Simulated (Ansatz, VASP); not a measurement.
Si2W in VASP and in Ansatz

```
CELL_PARAMETERS angstrom
-1.59283 1.59283 3.88562
1.59283 -1.59283 3.88562
1.59283 1.59283 -3.88562
ATOMIC_POSITIONS crystal
Si 0.33476 0.33476 0.00000
Si 0.66524 0.66524 0.00000
W 0.00000 0.00000 0.00000
```

Alike in both runs: functional LDA; k mesh 20 × 20 × 20; occupations methfessel-paxton of order 1, width 0.1 eV; no spin polarisation.

Ansatz relaxed the structure, and its values are those at the end. VASP's run is a single point on that final structure, the one shown.

```csv
,VASP,Ansatz
version,VASP 6.6.1,Ansatz 0.2.0
potentials or method,"VASP PAW LDA potentials, release 64 (Si, W_sv)","scalar-relativistic, plane waves, PAW"
plane-wave cutoff (eV),520,420
valence electrons in the cell,22,22
```

```tsv
	VASP	Ansatz	Ansatz less VASP
gap on the k mesh at the Fermi level (eV)	none	none	-
pressure (GPa)	0.8	0.0	-0.78
rms of the force components (eV/Å)	0.008	0.002	-0.0064
```

LDA's correlation is that of Perdew and Zunger in VASP and of Perdew and Wang (1992) in Ansatz. A gap of «none» marks a metal or a gap that the smearing closes.

Spin-orbit coupling is off throughout.
